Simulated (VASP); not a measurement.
# N in VASP: a series of runs, part 2 of 2

VASP 6.6.1. The steps go on from the part before.

### Step 4. Single point, PBE+D3(BJ)

Contents of INCAR:

```
SYSTEM = N
PREC = Accurate
ENCUT = 520
EDIFF = 1E-6
ISMEAR = -1
SIGMA = 0.05
LREAL = Auto
LASPH = .True.
NELM = 80
ALGO = Normal
ISIF = 2
LWAVE = .False.
LCHARG = .True.
GGA = PE
IVDW = 12
LELF = .True.
LVHAR = .True.
NBANDS = 78
```

Contents of KPOINTS:

```
regular mesh
0
Gamma
  1 1 1
  0 0 0
```

Contents of POSCAR:

```
N
1.0
    8.8620950000      0.0000000000      0.0000000000
    0.0000000000      8.8620950000      0.0000000000
    0.0000000000      0.0000000000      8.8620950000
N
24
Direct
    0.1663714957      0.3610545813      0.3462612396
    0.2002461043      0.4262536116      0.2421549306
   -0.1441419890      1.0250849263      0.2277001093
   -0.1499983920      0.9000919083      0.2278242334
    0.7861008035      0.5600594442      0.5183198781
    0.7951618664      0.5349750821      0.3934735522
    0.0578982735      0.8575286092      0.5003105925
    0.1867729922      0.8556328949      0.5054335346
    0.7378390776      0.9284824864      0.8522251228
    0.8485352504      0.8806495530      0.8329181757
    0.4971849207      0.7550923343      0.2679050495
    0.3766603721      0.7964820959      0.2717867502
    0.7449705741      0.3278344455      0.7225153872
    0.7951844344      0.2543190972      0.6305619608
    0.8651453183      0.5115946060      1.0614984380
    0.8715884901      0.6283502941      1.0213612018
    0.5661866635      0.2969388164      0.1235035282
    0.5528940956      0.3330250917      0.2403946245
    0.5050950142     -0.0603017684      0.6065270120
    0.5890142229      0.0070073724      0.5367015361
    0.4636714005      0.5166724121      0.9059821634
    0.4069805165      0.5761278795      0.8123361350
    0.1649271419      0.8213971978      1.0475965333
    0.1505287407      0.9341696292      1.0011176815
```

On the command line:

```sh
$ cat potpaw_PBE.64/N/POTCAR > POTCAR
$ mpirun -np 1 vasp_gam > vasp.out
```

Run time: 1.9 min. Hardware: 1 thread of Intel Xeon Platinum 8375C at 2.90GHz (Ice Lake), shared host; peak memory 0.63 GiB.

The run converged. Its results:

```yaml
Free_energy: -199.9844 eV
Pressure: 0.2 GPa
Largest_force: 5.205 eV/Å
Band_gap_on_the_k_mesh: 6.96 eV
Dispersion_energy_per_atom: -0.043 eV
```

Forces in eV/Å, atoms in the order of the input:
```
N    0.587  1.172 -1.866
N   -0.635 -1.164  1.874
N   -0.006  0.658 -0.006
N   -0.100 -0.542  0.067
N    0.205 -0.180 -2.703
N   -0.163  0.580  2.596
N    4.019 -0.079  0.225
N   -4.206  0.091  0.037
N   -4.693  2.052  0.926
N    4.690 -1.885 -1.026
N   -2.202  0.711  0.040
N    2.506 -0.822 -0.130
N    1.137 -1.879 -1.989
N   -1.086  1.598  2.257
N   -0.104 -2.683  0.812
N    0.135  2.394 -0.833
N    0.466 -1.256 -3.419
N   -0.411  1.061  3.526
N    2.150  1.724 -1.728
N   -2.213 -1.740  1.659
N    0.602 -0.524  0.999
N   -0.667  0.682 -1.108
N    0.399 -3.740  1.341
N   -0.411  3.770 -1.552
```

Stress tensor (GPa, compression positive):
```
-0.77 -0.62  0.69
-0.62  1.47 -0.52
 0.69 -0.52  0.01
```

Levels at points of the mesh, in eV from the valence-band top:
```tsv
k point	band 57	band 58	band 59	band 60	band 61	band 62	band 63	band 64
(0.00, 0.00, 0.00)	-0.15	-0.07	-0.03	0.00	6.96	7.03	7.07	7.19
```

Caveat: the k points lie up to 0.71 Å⁻¹ apart; the standard files for N, O and F lose accuracy on very short bonds.

### Step 5. Single point, PBE+D3(BJ)

Contents of INCAR:

```
SYSTEM = N
PREC = Accurate
ENCUT = 520
EDIFF = 1E-7
ISMEAR = -1
SIGMA = 0.05
LREAL = Auto
LASPH = .True.
NELM = 100
ALGO = Normal
ISIF = 2
LWAVE = .False.
LCHARG = .False.
GGA = PE
IVDW = 12
NBANDS = 78
```

Contents of KPOINTS:

```
Automatic mesh
0
Gamma
  1 1 1
  0 0 0
```

Contents of POSCAR:

```
N
1.0
    8.8620950000      0.0000000000      0.0000000000
    0.0000000000      8.8620950000      0.0000000000
    0.0000000000      0.0000000000      8.8620950000
N
24
Direct
    0.2221370906      0.3364779998      0.3192247431
    0.2118573543      0.4442290452      0.2547253217
   -0.1909142251      1.0057102751      0.1970527285
   -0.1959807472      0.8785507264      0.2118235022
    0.7927470875      0.5407750650      0.4838923528
    0.7470242646      0.5278323015      0.3689759588
    0.0783787581      0.8256625550      0.5335194443
    0.1766625160      0.9029806158      0.5253498185
    0.7718942304      0.9341921972      0.9152576225
    0.8484675463      0.9107778691      0.8186890346
    0.4781713579      0.7631716880      0.2352152623
    0.3726771153      0.7947556419      0.2939824048
    0.7123484910      0.2369191484      0.7186224025
    0.8334485243      0.2580428217      0.6813625898
    0.8581040939      0.4777425654      0.9997861679
    0.8301084563      0.5977931855      1.0080347818
    0.5760827434      0.2583926261      0.0904526526
    0.5242101332      0.3071621327      0.1913204496
    0.5168529563     -0.0917277461      0.5510096653
    0.6181495459     -0.0198034438      0.5128696995
    0.4826511113      0.5240747250      0.8627305394
    0.3923225829      0.5889578029      0.8075178612
    0.1415466659      0.8693881074      1.0585758785
    0.1436229244      0.9803212446      0.9937717887
```

On the command line:

```sh
$ cat potpaw_PBE.64/N/POTCAR > POTCAR
$ mpirun -np 1 vasp_gam > vasp.out
```

Run time: 2 min. Hardware: 1 thread of Intel Xeon Platinum 8375C at 2.90GHz (Ice Lake), shared host; peak memory 0.61 GiB.

Results (log left out):

```yaml
Free_energy: -199.9834 eV
Pressure: -0.1 GPa
Largest_force: 5.123 eV/Å
Band_gap_on_the_k_mesh: 6.78 eV
Dispersion_energy_per_atom: -0.043 eV
```

Forces in eV/Å, atoms in the order of the input:
```
N   -0.179  0.484 -0.241
N   -0.050 -0.449  0.299
N   -0.039 -3.102  0.782
N    0.226  3.197  0.063
N    0.628  0.251  1.614
N   -0.613 -0.182 -1.592
N   -0.313 -0.264  0.008
N    0.104  0.337  0.106
N   -0.360  0.021 -0.627
N    0.138 -0.069 -0.170
N    0.837 -0.357 -0.613
N   -0.833  0.127  0.262
N    3.285  0.657 -1.021
N   -3.265 -0.570  1.037
N    0.712 -2.833 -0.174
N   -0.636  2.729  0.142
N    1.258 -1.254 -2.513
N   -1.107  1.149  2.473
N    4.093  2.814 -1.253
N   -3.946 -2.762  1.503
N    1.456 -1.013  0.871
N   -1.488  1.072 -0.905
N    0.064  3.026 -1.832
N    0.028 -3.008  1.784
```

Stress tensor (GPa, compression positive):
```
-0.59 -1.25  0.54
-1.25 -0.95  1.15
 0.54  1.15  1.25
```

Levels at points of the mesh, in eV from the valence-band top:
```
           k point  band 56  band 57  band 58  band 59  band 60  band 61  band 62  band 63  band 64  band 65
(0.00, 0.00, 0.00)    -0.31    -0.27    -0.23    -0.16     0.00     6.78     6.87     6.94     6.99     7.05
```

Caveat: the k points lie up to 0.71 Å⁻¹ apart; the standard files for N, O and F lose accuracy on very short bonds.
